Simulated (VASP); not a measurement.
# ZnCu (P4/mmm) in VASP: notebook

ZnCu is run at these levels: PBEsol; tasks: single point.

All numbers are computed with VASP 6.6.1; they aren't measurements. Logs are shortened: lines on timing, memory, paths and dates and some standing lists are left out, and cuts for length are marked.

### Step 1. The cell of the first run

Symmetry: P4/mmm, No. 123, tetragonal system. The conventional cell has a = 2.945 Å, b = 2.945 Å, c = 3.004 Å, α = 90.00°, β = 90.00°, γ = 90.00°. Zn (site symmetry 4/mmm) has 8 Cu at 2.57 Å and 6 Zn at 2.94 to 3.00 Å within 3.4 Å. Within 3.4 Å of Cu (site symmetry 4/mmm) lie 8 Zn at 2.57 Å and 6 Cu at 2.94 to 3.00 Å.

### Step 2. Single point, PBEsol (zz strain of +2 %)

INCAR reads:

```
SYSTEM = ZnCu
PREC = Accurate
ENCUT = 520
EDIFF = 1E-6
ISMEAR = -1
SIGMA = 0.05
LREAL = .False.
LASPH = .True.
NELM = 60
ALGO = Normal
ISIF = 2
LWAVE = .False.
LCHARG = .False.
GGA = PS
NBANDS = 18
```

KPOINTS reads:

```
Automatic mesh
0
Gamma
  14 14 14
  0 0 0
```

POSCAR reads:

```
ZnCu
1.0
    2.9450000000      0.0000000000      0.0000000000
    0.0000000000      2.9450000000      0.0000000000
    0.0000000000      0.0000000000      3.0039000000
Zn Cu
1 1
Direct
    0.5000000000      0.5000000000      0.5000000000
    0.0000000000      0.0000000000      0.0000000000
```

Potentials or basis: VASP PAW PBE potentials, release 64 (Zn, Cu).

Launch:

```bash
cat potpaw_PBE.64/Zn/POTCAR potpaw_PBE.64/Cu/POTCAR > POTCAR
mpirun -np 1 vasp_std > vasp.out
```

OUTCAR:

```text
SYSTEM = ZnCu
   PREC = Accurate
   ENCUT = 520
   EDIFF = 1E-6
   ISMEAR = -1
   LREAL = .False.
   LASPH = .True.
   NELM = 60
   ISIF = 2
   GGA = PS

 ion  position               nearest neighbor table
   1  0.500  0.500  0.500-   2 2.57   2 2.57   2 2.57   2 2.57   2 2.57   2 2.57   2 2.57   2 2.57

   2  0.000  0.000  0.000-   1 2.57   1 2.57   1 2.57   1 2.57   1 2.57   1 2.57   1 2.57   1 2.57

  LATTYP: Found a simple tetragonal cell.
 ALAT       =     2.9450000000
 C/A-ratio  =     1.0200000000

  Lattice vectors:

 A1 = (   2.9450000000,   0.0000000000,   0.0000000000)
 A2 = (   0.0000000000,   2.9450000000,   0.0000000000)
 A3 = (   0.0000000000,   0.0000000000,   3.0039000000)

Analysis of symmetry for initial positions (statically):
=====================================================================
 Subroutine PRICEL returns:
 Original cell was already a primitive cell.

 Routine SETGRP: Setting up the symmetry group for a
 simple tetragonal supercell.

 Subroutine GETGRP returns: Found 16 space group operations
 (whereof 16 operations were pure point group operations)
 out of a pool of 16 trial point group operations.

The static configuration has the point symmetry D_4h.

Analysis of symmetry for dynamics (positions and initial velocities):
=====================================================================
 Subroutine PRICEL returns:
 Original cell was already a primitive cell.

 Routine SETGRP: Setting up the symmetry group for a
 simple tetragonal supercell.

 Subroutine GETGRP returns: Found 16 space group operations
 (whereof 16 operations were pure point group operations)
 out of a pool of 16 trial point group operations.

The dynamic configuration has the point symmetry D_4h.

 Subroutine INISYM returns: Found 16 space group operations
 (whereof 16 operations are pure point group operations),
 and found     1 'primitive' translations

----------------------------------------------------------------------------------------

                                     Primitive cell

  volume of cell :      26.0529

  direct lattice vectors                    reciprocal lattice vectors
     2.945000000  0.000000000  0.000000000     0.339558574  0.000000000  0.000000000
     0.000000000  2.945000000  0.000000000     0.000000000  0.339558574  0.000000000
     0.000000000  0.000000000  3.003900000     0.000000000  0.000000000  0.332900563

  length of vectors
     2.945000000  2.945000000  3.003900000     0.339558574  0.339558574  0.332900563

  position of ions in fractional coordinates (direct lattice)
     0.500000000  0.500000000  0.500000000
     0.000000000  0.000000000  0.000000000

  ion indices of the primitive-cell ions
   primitive index   ion index
                 1           1
                 2           2

----------------------------------------------------------------------------------------

 KPOINTS: Automatic mesh

Automatic generation of k-mesh.
 Grid dimensions read from file:
 generate k-points for:   14   14   14

 Generating k-lattice:

  Cartesian coordinates                     Fractional coordinates (reciprocal lattice)
     0.024254184  0.000000000  0.000000000     0.071428571  0.000000000  0.000000000
     0.000000000  0.024254184  0.000000000     0.000000000  0.071428571  0.000000000
     0.000000000  0.000000000  0.023778612     0.000000000  0.000000000  0.071428571

  Length of vectors
     0.024254184  0.024254184  0.023778612

  Shift w.r.t. Gamma in fractional coordinates (k-lattice)
     0.000000000  0.000000000  0.000000000

 Subroutine IBZKPT returns following result:
 ===========================================

 Found    288 irreducible k-points:

 Following reciprocal coordinates:
            Coordinates               Weight
  0.000000  0.000000  0.000000      1.000000
  0.071429  0.000000  0.000000      4.000000
  0.142857  0.000000  0.000000      4.000000
  0.214286  0.000000  0.000000      4.000000
  0.285714  0.000000  0.000000      4.000000
  0.357143  0.000000  0.000000      4.000000
[... 16 lines left out ...]
  0.285714  0.214286  0.000000      8.000000
  0.357143  0.214286  0.000000      8.000000
 [... further k-points ...]
   k-points           NKPTS =    288   k-points in BZ     NKDIM =    288   number of bands    NBANDS=     18
   number of dos      NEDOS =    301   number of ions     NIONS =      2
   total plane-waves  NPLWV =  13824
   dimension x,y,z NGX =    24 NGY =   24 NGZ =   24
   dimension x,y,z NGXF=    48 NGYF=   48 NGZF=   48
   ions per type =               1   1
   NGX,Y,Z   is equivalent  to a cutoff of  13.55, 13.55, 13.28 a.u.
   NGXF,Y,Z  is equivalent  to a cutoff of  27.10, 27.10, 26.56 a.u.
 SYSTEM =  ZnCu
   PREC   = accura    normal or accurate (medium, high low for compatibility)
   ISTART =      0    job   : 0-new  1-cont  2-samecut
   ICHARG =      2    charge: 1-file 2-atom 10-const
   ISPIN  =      1    spin polarized calculation?
   LNONCOLLINEAR =      F non collinear calculations
   LSORBIT =      F    spin-orbit coupling
   LASPH  =      T    aspherical Exc in radial PAW
   ENCUT  =  520.0 eV  38.22 Ry    6.18 a.u.   5.48  5.48  5.59*2*pi/ulx,y,z
   NELM   =     60;   NELMIN=  2; NELMDL= -5     # of ELM steps
   EDIFF  = 0.1E-05   stopping-criterion for ELM
   LREAL  =      F    real-space projection
[... 7 lines left out ...]
   TEBEG  =    0.0;   TEEND  =   0.0 temperature during run
   PSTRESS=    0.0 pullay stress
   NELECT =      23.0000    total number of electrons
   NUPDOWN=      -1.0000    fix difference up-down
   EMIN   =  10.00;   EMAX   =-10.00  energy-range for DOS
   EFERMI =   0.00;   METHOD = LEGACY
   ISMEAR =    -1;   SIGMA  =   0.05  broadening in eV -4-tet -1-fermi 0-gaus
   EFERMI_NEDOS =   21; number of points for ismear=-14 and -15
   IALGO  =     38    algorithm
   IMIX   =      4    mixing-type and parameters
     AMIX     =   0.40;   BMIX     =  1.00
     AMIX_MAG =   1.60;   BMIX_MAG =  1.00
  volume/ion in A,a.u.               =      13.03        87.91
  Fermi-wavevector in a.u.,A,eV,Ry     =   1.570479  2.967775 33.557460  2.466404
  Thomas-Fermi vector in A             =   2.672206
   LORBIT       =      0    0 simple, 1 ext, 2 COOP (PROOUT), +10 PAW based schemes
   GGA     = PS    functional components
   LHFCALC =     F    Hartree Fock is set to
   AEXX    =    0.0000 exact exchange contribution
   IVDW    =     0    specifies the selected vdW correction
   LEPSILON=     F    determine dielectric tensor
   LRPA    =     F    only Hartree local field effects (RPA)
 non-spin polarized calculation
  energy-cutoff  :      520.00
  volume of cell :       26.05
 maximum number of plane-waves:       739
 NGX is ok and might be reduce to    24
   NGX = 11   NGY = 11   NGZ = 11

 number of electron      23.0000009 magnetization

 Free energy of the ion-electron system (eV)
  ---------------------------------------------------
  ext. energy  EPLUGINS =         0.00000000
  ---------------------------------------------------
  free energy    TOTEN  =        -6.07227873 eV

  energy without entropy =       -6.06859907  energy(sigma->0) =       -6.07043890

 E-fermi :   5.1746     XC(G=0): -12.4545

 val. band max:        5.1426977238   @ k =   0.3571   0.2857   0.0714
 cond. band min:       5.1791706315   @ k =   0.0714   0.0000   0.2857
 fundamental gap:      0.0364729077
 Fermi energy:         5.1746377152

 k-point     1 :       0.0000    0.0000    0.0000
  band No.  band energies     occupation
      1      -5.0362      2.00000
      2      -2.5831      2.00000
      3      -2.5738      2.00000
      4      -1.9196      2.00000
      5      -1.9196      2.00000
      6      -1.8949      2.00000
[... 10 lines left out ...]
     17      17.2356      0.00000
     18      28.1793      0.00000

 k-point     2 :       0.0714    0.0000    0.0000
  band No.  band energies     occupation
      1      -4.9437      2.00000
      2      -2.5682      2.00000
      3      -2.5583      2.00000
      4      -1.9283      2.00000
      5      -1.9155      2.00000
      6      -1.9033      2.00000
[... 10 lines left out ...]
     17      18.0208      0.00000
     18      27.3529      0.00000

 k-point     3 :       0.1429    0.0000    0.0000
  band No.  band energies     occupation
      1      -4.6695      2.00000
      2      -2.5368      2.00000
      3      -2.5020      2.00000
      4      -1.9528      2.00000
      5      -1.9270      2.00000
      6      -1.9041      2.00000
[... 10 lines left out ...]
     17      20.1725      0.00000
     18      25.4453      0.00000

 k-point     4 :       0.2143    0.0000    0.0000
  band No.  band energies     occupation
      1      -4.2249      2.00000
      2      -2.4931      2.00000
      3      -2.4084      2.00000
      4      -1.9879      2.00000
      5      -1.9611      2.00000
      6      -1.8875      2.00000
[... 10 lines left out ...]
     17      22.8151      0.00000
     18      23.4484      0.00000

 k-point     5 :       0.2857    0.0000    0.0000
  band No.  band energies     occupation
      1      -3.6433      2.00000
      2      -2.4439      2.00000
      3      -2.2685      2.00000
      4      -2.0267      2.00000
      5      -1.9987      2.00000
      6      -1.8689      2.00000
[... 10 lines left out ...]
     17      21.5766      0.00000
     18      22.2514      0.00000

 k-point     6 :       0.3571    0.0000    0.0000
  band No.  band energies     occupation
      1      -3.0393      2.00000
      2      -2.3987      2.00000
      3      -2.0615      2.00000
      4      -2.0324      2.00000
      5      -2.0021      2.00000
      6      -1.8520      2.00000
[... 10 lines left out ...]
     17      19.8169      0.00000
     18      20.4651      0.00000

 k-point     7 :       0.4286    0.0000    0.0000
  band No.  band energies     occupation
      1      -2.6756      2.00000
      2      -2.3666      2.00000
      3      -2.0854      2.00000
      4      -2.0556      2.00000
      5      -1.8403      2.00000
      6      -1.4116      2.00000
[... 10 lines left out ...]
     17      18.7218      0.00000
     18      18.8334      0.00000

 k-point     8 :       0.5000    0.0000    0.0000
  band No.  band energies     occupation
      1      -2.5843      2.00000
      2      -2.3549      2.00000
      3      -2.0939      2.00000
      4      -2.0638      2.00000
      5      -1.8360      2.00000
      6      -0.8253      2.00000
[... 10 lines left out ...]
     17      18.3279      0.00000
     18      19.3257      0.00000
[... 229 lines left out ...]
     17      20.0968      0.00000
     18      21.3033      0.00000

 k-point    20 :       0.4286    0.1429    0.0000
  band No.  band energies     occupation
      1      -2.5533      2.00000
      2      -2.3235      2.00000
      3      -2.2443      2.00000
      4      -2.1025      2.00000
      5      -1.9095      2.00000
      6      -1.0120      2.00000
[... 10 lines left out ...]
     17      18.5039      0.00000
     18      20.1802      0.00000

 k-point    21 :       0.5000    0.1429    0.0000
  band No.  band energies     occupation
      1      -2.4719      2.00000
      2      -2.2908      2.00000
      3      -2.2833      2.00000
      4      -2.1118      2.00000
      5      -1.9083      2.00000
      6      -0.2951      2.00000
[... 10 lines left out ...]
     17      18.6901      0.00000
     18      19.4961      0.00000

 k-point    22 :       0.2143    0.2143    0.0000
  band No.  band energies     occupation
      1      -3.4933      2.00000
      2      -2.4042      2.00000
      3      -2.2822      2.00000
      4      -2.0205      2.00000
      5      -1.9763      2.00000
      6      -1.9481      2.00000
[... 10 lines left out ...]
     17      22.8676      0.00000
     18      23.4109      0.00000

 k-point    23 :       0.2857    0.2143    0.0000
  band No.  band energies     occupation
      1      -3.0433      2.00000
      2      -2.3827      2.00000
      3      -2.1928      2.00000
      4      -2.0557      2.00000
      5      -1.9656      2.00000
      6      -1.8496      2.00000
[... 10 lines left out ...]
     17      21.9963      0.00000
     18      22.5118      0.00000

 k-point    24 :       0.3571    0.2143    0.0000
  band No.  band energies     occupation
      1      -2.7010      2.00000
      2      -2.3818      2.00000
      3      -2.1503      2.00000
      4      -2.0934      2.00000
      5      -1.9751      2.00000
      6      -1.4023      2.00000
[... 10 lines left out ...]
     17      20.3981      0.00000
     18      21.3766      0.00000

 [... further k-points ...]

------------------------ aborting loop because EDIFF is reached ----------------------------------------

  FORCE on cell =-STRESS in cart. coord.  units (eV):
  Direction    XX          YY          ZZ          XY          YZ          ZX
  --------------------------------------------------------------------------------------
  -------------------------------------------------------------------------------------
  Total       -0.9847263     -0.9847263     -1.0910589      0.0000000      0.0000000      0.0000000
  in kB      -60.5577939    -60.5577939    -67.0969394      0.0000000      0.0000000      0.0000000
  external PRESSURE =     -62.7375090 kB  Pullay stress =       0.0000000 kB

 VOLUME and BASIS-vectors are now :
 -----------------------------------------------------------------------------
  energy-cutoff  :      520.00
  volume of cell :       26.05
      direct lattice vectors                 reciprocal lattice vectors
     2.945000000  0.000000000  0.000000000     0.339558574  0.000000000  0.000000000
     0.000000000  2.945000000  0.000000000     0.000000000  0.339558574  0.000000000
     0.000000000  0.000000000  3.003900000     0.000000000  0.000000000  0.332900563

 POSITION                                       TOTAL-FORCE (eV/Angst)
 -----------------------------------------------------------------------------------
      1.47250      1.47250      1.50195         0.000000      0.000000      0.000000
      0.00000      0.00000      0.00000         0.000000      0.000000      0.000000
 -----------------------------------------------------------------------------------
    total drift:                                0.000000      0.000000     -0.000000

  FREE ENERGIE OF THE ION-ELECTRON SYSTEM (eV)
  ---------------------------------------------------
  free  energy   TOTEN  =        -6.0722787266 eV

  energy  without entropy=       -6.0685990671  energy(sigma->0) =       -6.07043890
```

Run time: 3.2 min. Hardware: 1 thread of Intel Xeon 8259CL, shared host; peak memory 0.25 GiB.

Results:

```yaml
Free_energy: -6.0723 eV
Pressure: -6.3 GPa
Band_gap_on_the_k_mesh: zero (an odd number of electrons rules out a gap without spin polarisation)
```

Stress tensor (GPa, compression positive):
```
-6.06  0.00  0.00
 0.00 -6.06  0.00
 0.00  0.00 -6.71
```

Caveat: the cell differs from its parent crystal (zz strain of +2 %); the cell stands under tension; the PAW data sets were made with another functional, which shifts forces and pressure a little.

(Continued in part 2 of 2.)

The gap in the log of VASP goes by the Fermi energy; the results here count the filled bands.